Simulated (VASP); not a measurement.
Runs of VASP 6.6.1 on Hf. The structure is that of space group Fd-3m (No. 227), or close to it. The cells are those of the table. 

```tsv
task	cell	k mesh	cutoff (eV)	gap on the mesh (eV)	pressure (GPa)
single point	a = 4.384 Å, angles 60.0°, 2 atoms	10 × 10 × 10	520	none	(a)
single point	a = 4.566 Å, angles 60.0°, 2 atoms	10 × 10 × 10	520	none	-1.3
single point	a = 4.507 Å, angles 60.0°, 2 atoms	9 × 9 × 9	520	none	(b)
relaxation of cell and atoms	relaxed from a = 4.405 Å, angles 60.0°, 2 atoms	9 × 9 × 9	600	none	0.0
single point	a = 4.681 Å, angles 60.0°, 2 atoms	10 × 10 × 10	520	none	-3.2
single point	a = 4.624 Å, angles 60.0°, 2 atoms	10 × 10 × 10	520	none	-2.3
```

Alike in all rows: level PBEsol; potentials or basis VASP PAW PBE potentials, release 64 (Hf_pv); no spin polarisation; smearing fermi-dirac 0.1 eV.

Q: Estimate the missing entries.

A: (a) 2.5; (b) -0.2.

Caveats: the PAW data sets were made with another functional, which shifts forces and pressure a little; spin-orbit coupling is left out, which moves the levels of the heavy elements.

A k mesh can miss the band edges, and the runs leave out spin-orbit coupling on Hf.

A gap of «none» marks levels without a gap at the run's occupations.
